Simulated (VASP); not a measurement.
# RbGe6 (Im-3m) in VASP: further runs

The runs below take RbGe6 through single point, with PBE.

All numbers are computed with VASP 6.6.1; they aren't measurements. Logs are shortened: lines on timing, memory, paths and dates and some standing lists are left out, and cuts for length are marked.

### Step 1. The cell of the first run

Symmetry: Im-3m, No. 229, cubic system. The conventional cell has a = 6.788 Å, b = 6.788 Å, c = 6.788 Å, α = 90.00°, β = 90.00°, γ = 90.00°. Within 5.0 Å of Rb (site symmetry m-3m) lie 24 Ge at 3.79 Å. Ge (site symmetry -4m2) has 4 Ge at 2.40 Å within 3.2 Å.

The cell was built from a structure type or drawn by symmetry, and may not be a known phase.

### Step 2. Single point, PBE

File INCAR:

```
SYSTEM = RbGe6
PREC     = Accurate       ! precision mode
ENCUT    = 520            ! plane-wave cutoff, eV
EDIFF    = 1E-6           ! SCF threshold, eV
ISMEAR   = 0              ! smearing method
SIGMA    = 0.1            ! smearing width, eV
LREAL    = .False.        ! projectors in reciprocal space
LASPH    = .True.         ! aspherical terms in the spheres
NELM     = 80             ! most SCF steps
ALGO     = Normal         ! electronic algorithm
ISIF     = 2              ! what is computed and relaxed
LWAVE    = .False.        ! write WAVECAR
LCHARG   = .True.         ! write CHGCAR
GGA      = PE             ! functional
LELF     = .True.         ! ELF
LVHAR    = .True.       
NBANDS   = 56             ! bands
```

File KPOINTS:

```
Automatic mesh
0
Gamma
  4 4 4
  0 0 0
```

File POSCAR:

```
RbGe6
1.0
   -3.3941125500      3.3941125500      3.3941125500
    3.3941125500     -3.3941125500      3.3941125500
    3.3941125500      3.3941125500     -3.3941125500
Rb Ge
1 6
Direct
    0.0000000000      0.0000000000      0.0000000000
    0.5000000000      0.7500000000      0.2500000000
    0.7500000000      0.2500000000      0.5000000000
    0.7500000000      0.5000000000      0.2500000000
    0.5000000000      0.2500000000      0.7500000000
    0.2500000000      0.7500000000      0.5000000000
    0.2500000000      0.5000000000      0.7500000000
```

Potentials or basis: VASP PAW PBE potentials, release 64 (Rb_sv, Ge_d).

Launch:

```sh
$ cat potpaw_PBE.64/Rb_sv/POTCAR potpaw_PBE.64/Ge_d/POTCAR > POTCAR
$ mpirun -np 1 vasp_std > vasp.out
```

OUTCAR:

```text
SYSTEM = RbGe6
   PREC = Accurate
   ENCUT = 520
   EDIFF = 1E-6
   ISMEAR = 0
   LREAL = .False.
   LASPH = .True.
   NELM = 80
   ISIF = 2
   GGA = PE

 ion  position               nearest neighbor table
   1  0.000  0.000  0.000-   3 3.79   4 3.79   2 3.79   6 3.79   5 3.79   7 3.79   2 3.79   3 3.79
                             4 3.79   5 3.79   6 3.79   7 3.79   3 3.79   6 3.79   4 3.79   7 3.79
   2  0.500  0.750  0.250-   3 2.40   4 2.40   6 2.40   7 2.40   1 3.79   1 3.79   1 3.79   1 3.79

   3  0.750  0.250  0.500-   4 2.40   5 2.40   7 2.40   2 2.40   1 3.79   1 3.79   1 3.79   1 3.79

   4  0.750  0.500  0.250-   2 2.40   3 2.40   6 2.40   5 2.40   1 3.79   1 3.79   1 3.79   1 3.79

   5  0.500  0.250  0.750-   3 2.40   4 2.40   7 2.40   6 2.40   1 3.79   1 3.79   1 3.79   1 3.79

   6  0.250  0.750  0.500-   2 2.40   5 2.40   7 2.40   4 2.40   1 3.79   1 3.79   1 3.79   1 3.79

   7  0.250  0.500  0.750-   2 2.40   5 2.40   6 2.40   3 2.40   1 3.79   1 3.79   1 3.79   1 3.79

  LATTYP: Found a body centered cubic cell.
 ALAT       =     6.7882251000

  Lattice vectors:

 A1 = (  -3.3941125500,   3.3941125500,   3.3941125500)
 A2 = (   3.3941125500,  -3.3941125500,   3.3941125500)
 A3 = (   3.3941125500,   3.3941125500,  -3.3941125500)

Analysis of symmetry for initial positions (statically):
=====================================================================
 Subroutine PRICEL returns:
 Original cell was already a primitive cell.

 Routine SETGRP: Setting up the symmetry group for a
 body centered cubic supercell.

 Subroutine GETGRP returns: Found 48 space group operations
 (whereof 48 operations were pure point group operations)
 out of a pool of 48 trial point group operations.

The static configuration has the point symmetry O_h .

Analysis of symmetry for dynamics (positions and initial velocities):
=====================================================================
 Subroutine PRICEL returns:
 Original cell was already a primitive cell.

 Routine SETGRP: Setting up the symmetry group for a
 body centered cubic supercell.

 Subroutine GETGRP returns: Found 48 space group operations
 (whereof 48 operations were pure point group operations)
 out of a pool of 48 trial point group operations.

The dynamic configuration has the point symmetry O_h .

 Subroutine INISYM returns: Found 48 space group operations
 (whereof 48 operations are pure point group operations),
 and found     1 'primitive' translations

----------------------------------------------------------------------------------------

                                     Primitive cell

  volume of cell :     156.4007

  direct lattice vectors                    reciprocal lattice vectors
    -3.394112550  3.394112550  3.394112550     0.000000000  0.147313913  0.147313913
     3.394112550 -3.394112550  3.394112550     0.147313913  0.000000000  0.147313913
     3.394112550  3.394112550 -3.394112550     0.147313913  0.147313913  0.000000000

  length of vectors
     5.878775383  5.878775383  5.878775383     0.208333333  0.208333333  0.208333333

  position of ions in fractional coordinates (direct lattice)
     0.000000000  0.000000000  0.000000000
     0.500000000  0.750000000  0.250000000
     0.750000000  0.250000000  0.500000000
     0.750000000  0.500000000  0.250000000
     0.500000000  0.250000000  0.750000000
     0.250000000  0.750000000  0.500000000
     0.250000000  0.500000000  0.750000000

  ion indices of the primitive-cell ions
   primitive index   ion index
                 1           1
                 2           2
                 3           3
                 4           4
                 5           5
                 6           6
                 7           7

----------------------------------------------------------------------------------------

 KPOINTS: Automatic mesh

Automatic generation of k-mesh.
 Grid dimensions read from file:
 generate k-points for:    4    4    4

 Generating k-lattice:

  Cartesian coordinates                     Fractional coordinates (reciprocal lattice)
     0.000000000  0.036828478  0.036828478     0.250000000  0.000000000  0.000000000
     0.036828478  0.000000000  0.036828478     0.000000000  0.250000000  0.000000000
     0.036828478  0.036828478  0.000000000     0.000000000  0.000000000  0.250000000

  Length of vectors
     0.052083333  0.052083333  0.052083333

  Shift w.r.t. Gamma in fractional coordinates (k-lattice)
     0.000000000  0.000000000  0.000000000

 Subroutine IBZKPT returns following result:
 ===========================================

 Found      8 irreducible k-points:

 Following reciprocal coordinates:
            Coordinates               Weight
  0.000000  0.000000  0.000000      1.000000
  0.250000  0.000000  0.000000     12.000000
  0.500000  0.000000  0.000000      6.000000
  0.250000  0.250000  0.000000     24.000000
  0.250000  0.250000  0.250000      2.000000
 -0.250000  0.250000  0.250000      6.000000
  0.500000  0.500000  0.250000     12.000000
  0.500000  0.500000  0.500000      1.000000
   k-points           NKPTS =      8   k-points in BZ     NKDIM =      8   number of bands    NBANDS=     56
   number of dos      NEDOS =    301   number of ions     NIONS =      7
   total plane-waves  NPLWV = 110592
   dimension x,y,z NGX =    48 NGY =   48 NGZ =   48
   dimension x,y,z NGXF=    96 NGYF=   96 NGZF=   96
   ions per type =               1   6
   NGX,Y,Z   is equivalent  to a cutoff of  13.57, 13.57, 13.57 a.u.
   NGXF,Y,Z  is equivalent  to a cutoff of  27.15, 27.15, 27.15 a.u.
 SYSTEM =  RbGe6
   PREC   = accura    normal or accurate (medium, high low for compatibility)
   ISTART =      0    job   : 0-new  1-cont  2-samecut
   ICHARG =      2    charge: 1-file 2-atom 10-const
   ISPIN  =      1    spin polarized calculation?
   LNONCOLLINEAR =      F non collinear calculations
   LSORBIT =      F    spin-orbit coupling
   LASPH  =      T    aspherical Exc in radial PAW
   ENCUT  =  520.0 eV  38.22 Ry    6.18 a.u.  10.93 10.93 10.93*2*pi/ulx,y,z
   NELM   =     80;   NELMIN=  2; NELMDL= -5     # of ELM steps
   EDIFF  = 0.1E-05   stopping-criterion for ELM
   LREAL  =      F    real-space projection
   EDIFFG = 0.1E-04   stopping-criterion for IOM
   NSW    =      0    number of steps for IOM
   IBRION =     -1    ionic relax: 0-MD 1-quasi-New 2-CG
   NFREE  =      0    steps in history (QN), initial steepest desc. (CG)
   ISIF   =      2    stress and relaxation
   ISYM   =      2    0-nonsym 1-usesym 2-fastsym
   POTIM  = 0.5000    time-step for ionic-motion
   TEBEG  =    0.0;   TEEND  =   0.0 temperature during run
   PSTRESS=    0.0 pullay stress
   NELECT =      93.0000    total number of electrons
   NUPDOWN=      -1.0000    fix difference up-down
   EMIN   =  10.00;   EMAX   =-10.00  energy-range for DOS
   EFERMI =   0.00;   METHOD = LEGACY
   ISMEAR =     0;   SIGMA  =   0.10  broadening in eV -4-tet -1-fermi 0-gaus
   EFERMI_NEDOS =   21; number of points for ismear=-14 and -15
   IALGO  =     38    algorithm
   IMIX   =      4    mixing-type and parameters
     AMIX     =   0.40;   BMIX     =  1.00
     AMIX_MAG =   1.60;   BMIX_MAG =  1.00
  volume/ion in A,a.u.               =      22.34       150.78
  Fermi-wavevector in a.u.,A,eV,Ry     =   1.376648  2.601488 25.785214  1.895160
  Thomas-Fermi vector in A             =   2.501874
   LORBIT       =      0    0 simple, 1 ext, 2 COOP (PROOUT), +10 PAW based schemes
   GGA     = PE    functional components
   LHFCALC =     F    Hartree Fock is set to
   AEXX    =    0.0000 exact exchange contribution
   IVDW    =     0    specifies the selected vdW correction
   LEPSILON=     F    determine dielectric tensor
   LRPA    =     F    only Hartree local field effects (RPA)
 non-spin polarized calculation
 Gauss-broadening in eV      SIGMA  =   0.10
  energy-cutoff  :      520.00
  volume of cell :      156.40
 maximum number of plane-waves:      4240
 NGX is ok and might be reduce to    48
   NGX = 21   NGY = 21   NGZ = 21

 number of electron      92.9999942 magnetization

 Free energy of the ion-electron system (eV)
  ---------------------------------------------------
  ext. energy  EPLUGINS =         0.00000000
  ---------------------------------------------------
  free energy    TOTEN  =       -27.19260829 eV

  energy without entropy =      -27.17338028  energy(sigma->0) =      -27.18299429

 E-fermi :   5.7503     XC(G=0): -10.0173

 val. band max:        5.4765310398   @ k =   0.5000   0.0000   0.0000
 cond. band min:       5.8371956080   @ k =   0.2500   0.0000   0.0000
 fundamental gap:      0.3606645682
 Fermi energy:         5.7502857702

 k-point     1 :       0.0000    0.0000    0.0000
  band No.  band energies     occupation
      1     -22.5635      2.00000
      2     -19.6575      2.00000
      3     -19.6575      2.00000
      4     -19.6575      2.00000
      5     -19.6529      2.00000
      6     -19.6073      2.00000
[... 48 lines left out ...]
     55      11.6557      0.00000
     56      11.7192      0.00000

 k-point     2 :       0.2500    0.0000    0.0000
  band No.  band energies     occupation
      1     -22.5631      2.00000
      2     -19.6703      2.00000
      3     -19.6653      2.00000
      4     -19.6428      2.00000
      5     -19.6378      2.00000
      6     -19.5987      2.00000
[... 48 lines left out ...]
     55      10.1999      0.00000
     56      10.4070      0.00000

 k-point     3 :       0.5000    0.0000    0.0000
  band No.  band energies     occupation
      1     -22.5628      2.00000
      2     -19.6793      2.00000
      3     -19.6711      2.00000
      4     -19.6214      2.00000
      5     -19.6073      2.00000
      6     -19.5889      2.00000
[... 228 lines left out ...]
 k-point     7 :       0.5000    0.5000    0.2500
  band No.  band energies     occupation
      1     -22.5627      2.00000
      2     -19.6640      2.00000
      3     -19.6579      2.00000
      4     -19.6333      2.00000
      5     -19.5982      2.00000
      6     -19.5921      2.00000
[... 48 lines left out ...]
     55       9.7234      0.00000
     56      10.0205      0.00000

 k-point     8 :       0.5000    0.5000    0.5000
  band No.  band energies     occupation
      1     -22.5625      2.00000
      2     -19.6415      2.00000
      3     -19.6415      2.00000
      4     -19.6415      2.00000
      5     -19.5919      2.00000
      6     -19.5618      2.00000
[... 48 lines left out ...]
     55      10.2070      0.00000
     56      10.2827      0.00000

------------------------ aborting loop because EDIFF is reached ----------------------------------------

  FORCE on cell =-STRESS in cart. coord.  units (eV):
  Direction    XX          YY          ZZ          XY          YZ          ZX
  --------------------------------------------------------------------------------------
  -------------------------------------------------------------------------------------
  Total       11.1570172     11.1570172     11.1570172      0.0000000      0.0000000     -0.0000000
  in kB      114.2930906    114.2930906    114.2930906      0.0000000      0.0000000     -0.0000000
  external PRESSURE =     114.2930906 kB  Pullay stress =       0.0000000 kB

 VOLUME and BASIS-vectors are now :
 -----------------------------------------------------------------------------
  energy-cutoff  :      520.00
  volume of cell :      156.40
      direct lattice vectors                 reciprocal lattice vectors
    -3.394112550  3.394112550  3.394112550     0.000000000  0.147313913  0.147313913
     3.394112550 -3.394112550  3.394112550     0.147313913  0.000000000  0.147313913
     3.394112550  3.394112550 -3.394112550     0.147313913  0.147313913  0.000000000

 POSITION                                       TOTAL-FORCE (eV/Angst)
 -----------------------------------------------------------------------------------
      0.00000      0.00000      0.00000         0.000000     -0.000000      0.000000
      1.69706     -0.00000      3.39411         0.000000     -0.000000      0.000000
     -0.00000      3.39411      1.69706        -0.000000      0.000000      0.000000
     -0.00000      1.69706      3.39411        -0.000000      0.000000      0.000000
      1.69706      3.39411      0.00000         0.000000     -0.000000     -0.000000
      3.39411     -0.00000      1.69706         0.000000     -0.000000      0.000000
      3.39411      1.69706      0.00000         0.000000     -0.000000     -0.000000
 -----------------------------------------------------------------------------------
    total drift:                               -0.000000     -0.000000      0.000000

  FREE ENERGIE OF THE ION-ELECTRON SYSTEM (eV)
  ---------------------------------------------------
  free  energy   TOTEN  =       -27.1926082941 eV

  energy  without entropy=      -27.1733802784  energy(sigma->0) =      -27.18299429
```

It took 52 s on 1 thread of Intel Xeon 6975P-C (Granite Rapids), shared host; peak memory 0.33 GiB.

Results:

```yaml
Free_energy: -27.1926 eV
Pressure: 11.4 GPa
Band_gap_on_the_k_mesh: zero (an odd number of electrons rules out a gap without spin polarisation)
```

Caveat: the cell stands under pressure.

### Step 3. Single point, PBE

This run uses another cell than the first one, of 26.61 Å³/atom.

File INCAR:

```
SYSTEM = RbGe6
ALGO     = Normal         ! electronic algorithm
EDIFF    = 1E-6           ! SCF threshold, eV
ENCUT    = 520            ! plane-wave cutoff, eV
GGA      = PE             ! functional
ISIF     = 2              ! what is computed and relaxed
ISMEAR   = 0              ! smearing method
LASPH    = .TRUE.         ! aspherical terms in the spheres
LCHARG   = .FALSE.        ! write CHGCAR
LREAL    = .FALSE.        ! projectors in reciprocal space
LWAVE    = .FALSE.        ! write WAVECAR
NBANDS   = 56             ! bands
NELM     = 100            ! most SCF steps
PREC     = Accurate       ! precision mode
SIGMA    = 0.1            ! smearing width, eV
```

File KPOINTS:

```
k-points
0
G
  4 4 4
  0 0 0
```

POSCAR, as its differences from that of step 2:

```diff
@@ -2,5 +2,5 @@
 1.0
-   -3.3941125500      3.3941125500      3.3941125500
-    3.3941125500     -3.3941125500      3.3941125500
-    3.3941125500      3.3941125500     -3.3941125500
+   -3.5975991416      3.5975991416      3.5975991416
+    3.5975991416     -3.5975991416      3.5975991416
+    3.5975991416      3.5975991416     -3.5975991416
 Rb Ge
```

Potentials or basis: VASP PAW PBE potentials, release 64 (Rb_sv, Ge_d).

Launch:

```sh
$ cat potpaw_PBE.64/Rb_sv/POTCAR potpaw_PBE.64/Ge_d/POTCAR > POTCAR
$ mpirun -np 1 vasp_std > vasp.out
```

Run time: 53 s. Hardware: 1 thread of Intel Xeon 6975P-C (Granite Rapids), shared host; peak memory 0.33 GiB.

The run converged. Its results:

```
Free energy            : -28.1356 eV
Pressure               : 0.2 GPa
Band gap on the k mesh : zero (an odd number of electrons rules out a gap without spin polarisation)
```

Levels at points of the mesh, in eV from the Fermi level:
| k point | band 43 | band 44 | band 45 | band 46 | band 47 | band 48 | band 49 | band 50 |
| --- | --- | --- | --- | --- | --- | --- | --- | --- |
| (0.00, 0.00, 0.00) | -3.25 | -2.49 | -2.49 | -2.49 | 0.65 | 0.65 | 1.76 | 1.76 |
| (0.50, 0.00, 0.00) | -3.58 | -2.47 | -1.83 | -1.26 | -0.06 | 0.89 | 1.30 | 1.48 |
| (0.50, 0.50, 0.50) | -2.41 | -1.40 | -0.54 | -0.54 | -0.54 | -0.53 | -0.53 | -0.53 |

### Step 4. Single point, PBE

This run uses another cell than the first one, of 26.64 Å³/atom.

File INCAR:

```
SYSTEM = RbGe6
PREC     = Accurate       ! precision mode
ENCUT    = 520            ! plane-wave cutoff, eV
EDIFF    = 1E-6           ! SCF threshold, eV
ISMEAR   = 0              ! smearing method
SIGMA    = 0.2            ! smearing width, eV
LREAL    = .FALSE.        ! projectors in reciprocal space
LASPH    = .TRUE.         ! aspherical terms in the spheres
NELM     = 60             ! most SCF steps
ALGO     = Normal         ! electronic algorithm
ISIF     = 2              ! what is computed and relaxed
LWAVE    = .FALSE.        ! write WAVECAR
LCHARG   = .TRUE.         ! write CHGCAR
GGA      = PE             ! functional
LELF     = .TRUE.         ! ELF
LVHAR    = .TRUE.       
NBANDS   = 56             ! bands
```

File KPOINTS:

```
regular mesh
0
G
  4 4 4
  0 0 0
```

File POSCAR:

```
RbGe6
1.0
   -3.5988839167      3.5988839167      3.5988839167
    3.5988839167     -3.5988839167      3.5988839167
    3.5988839167      3.5988839167     -3.5988839167
Rb Ge
1 6
Direct
    1.0000000000      0.0000000000      0.0000000000
    0.5000000000      0.7500000000      0.2500000000
    0.7500000000      0.2500000000      0.5000000000
    0.7500000000      0.5000000000      0.2500000000
    0.5000000000      0.2500000000      0.7500000000
    0.2500000000      0.7500000000      0.5000000000
    0.2500000000      0.5000000000      0.7500000000
```

Launch:

```sh
$ cat potpaw_PBE.64/Rb_sv/POTCAR potpaw_PBE.64/Ge_d/POTCAR > POTCAR
$ mpirun -np 1 vasp_std > vasp.out
```

Run time: 64 s. Hardware: 1 thread of Intel Xeon 6975P-C (Granite Rapids), shared host; peak memory 0.33 GiB.

It converged, with:

* Free energy: -28.1599 eV
* Pressure: 0.2 GPa
* Band gap on the k mesh: zero (an odd number of electrons rules out a gap without spin polarisation)

Levels at points of the mesh, in eV from the Fermi level:
| k point | band 44 | band 45 | band 46 | band 47 | band 48 | band 49 |
| --- | --- | --- | --- | --- | --- | --- |
| (0.00, 0.00, 0.00) | -2.44 | -2.44 | -2.44 | 0.70 | 0.70 | 1.81 |
| (0.50, 0.00, 0.00) | -2.42 | -1.78 | -1.21 | -0.01 | 0.93 | 1.35 |
| (0.50, 0.50, 0.50) | -1.36 | -0.49 | -0.49 | -0.49 | -0.48 | -0.48 |

### Step 5. The runs side by side

| cell | smearing | gap on the mesh (eV) | pressure (GPa) |
| --- | --- | --- | --- |
| a = 5.879 Å, angles 109.5°, 7 atoms | gaussian 0.1 eV | none | 11.4 |
| a = 6.231 Å, angles 109.5°, 7 atoms | gaussian 0.1 eV | none | 0.2 |
| a = 6.233 Å, angles 109.5°, 7 atoms | gaussian 0.2 eV | none | 0.2 |

Alike in all rows: task single point; level PBE; potentials or basis VASP PAW PBE potentials, release 64 (Rb_sv, Ge_d); no spin polarisation; k mesh 4 × 4 × 4; cutoff (eV) 520.

Caveats: the cell stands under pressure (at least some runs).

Absolute energies hang on the potentials; compare differences alone.
